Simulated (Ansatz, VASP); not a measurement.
# TaTi4 in VASP and in Ansatz

INCAR

```
ALGO     = Fast           # electronic algorithm
EDIFF    = 1E-7           # SCF threshold, eV
ENCUT    = 520            # plane-wave cutoff, eV
GGA      = PE             # functional
ISIF     = 2              # what is computed and relaxed
ISMEAR   = 0              # smearing method
ISPIN    = 2              # spin polarisation
LASPH    = T              # aspherical terms in the spheres
LCHARG   = T              # write CHGCAR
LELF     = T              # ELF
LMAXMIX  = 4              # l up to which the mixer works
LORBIT   = 11             # projections on sites
LREAL    = F              # projectors in reciprocal space
LVHAR    = T            
LWAVE    = F              # write WAVECAR
MAGMOM   = 1 1 1 1 1 1 1 1 0 0 # initial moments
NBANDS   = 74             # bands
NELM     = 150            # most SCF steps
PREC     = Accurate       # precision mode
SIGMA    = 0.1            # smearing width, eV
```

The input KPOINTS:

```
k-points
0
Gamma
  6 6 1
```

POSCAR

```
TaTi4
1.0
    2.9357894095      0.0000000000      0.0000000000
   -1.4678947047      2.5424682088      0.0000000000
    0.0000000000      0.0000000000     23.6954870361
Ti Ta
8 2
Direct
    0.3333333333      0.6666666667      0.0494665295
    0.6666666667      0.3333333333      0.1477470354
    0.6666666667      0.3333333333      0.3522529646
    0.3333333333      0.6666666667      0.8522529646
    0.6666666667      0.3333333333      0.9505334705
    0.6666666667      0.3333333333      0.5494665295
    0.3333333333      0.6666666667      0.4505334705
    0.3333333333      0.6666666667      0.6477470354
    0.3333333333      0.6666666667      0.2500000000
    0.6666666667      0.3333333333      0.7500000000
```

Input for Ansatz:

```yaml
crystal:
  lattice:
    - [2.9357894095, 0.0, 0.0]
    - [-1.4678947047, 2.5424682088, 0.0]
    - [0.0, 0.0, 23.6954870361]
  atoms:
    - { symbol: Ti, position: [0.3333333333, 0.6666666667, 0.0494665295], spin: 1.0 }
    - { symbol: Ti, position: [0.6666666667, 0.3333333333, 0.1477470354], spin: 1.0 }
    - { symbol: Ti, position: [0.6666666667, 0.3333333333, 0.3522529646], spin: 1.0 }
    - { symbol: Ti, position: [0.3333333333, 0.6666666667, 0.8522529646], spin: 1.0 }
    - { symbol: Ti, position: [0.6666666667, 0.3333333333, 0.9505334705], spin: 1.0 }
    - { symbol: Ti, position: [0.6666666667, 0.3333333333, 0.5494665295], spin: 1.0 }
    - { symbol: Ti, position: [0.3333333333, 0.6666666667, 0.4505334705], spin: 1.0 }
    - { symbol: Ti, position: [0.3333333333, 0.6666666667, 0.6477470354], spin: 1.0 }
    - { symbol: Ta, position: [0.3333333333, 0.6666666667, 0.25] }
    - { symbol: Ta, position: [0.6666666667, 0.3333333333, 0.75] }
basis:
  ecutwfc: 420
kpoints:
  mp_grid: { grid: [6, 6, 1] }
hamiltonian:
  xc: pbe
scf:
  occupations: { method: gaussian, width: 0.1 }
  lower_state_search: "off"
output:
  forces: true
  stress: true
  eigenvalues: true
  populations: true
magnetization:
  spin_polarized: true
```

Alike in both runs: task single point; functional PBE; k mesh 6 × 6 × 1; occupations gaussian, width 0.1 eV; collinear spin.

|  | VASP | Ansatz |
| --- | --- | --- |
| version | VASP 6.6.1 | Ansatz 0.2.0 |
| potentials or method | VASP PAW PBE potentials, release 64 (Ti_sv, Ta_pv), cutoff 520 eV | scalar-relativistic, plane waves, PAW |
| valence electrons in the cell | 118 | 122 |

VASP gave:

- gap on the k mesh at the Fermi level (eV): none
- pressure (GPa): -0.6
- traceless stress, the component that is largest in VASP (GPa): 0.34
- rms of the force components (eV/Å): 0.025
- net moment per atom (μB): 0.00

Problem. Estimate Ansatz's values.

Solution. gap on the k mesh at the Fermi level (eV): none; pressure (GPa): -0.4; traceless stress, the component that is largest in VASP (GPa): 0.35; rms of the force components (eV/Å): 0.025; net moment per atom (μB): 0.00.

Atom by atom the forces differ by 0.002 eV/Å (rms over components). A gap of «none» marks a metal or a gap that the smearing closes. VASP's potentials hold 118 valence electrons a cell and Ansatz's 122, so a difference there can come from the potentials and not from the codes. Ansatz's warnings: seeded moment not kept.

The k mesh is coarse, so the values compare programs but aren't converged. Spin-orbit coupling is off throughout.
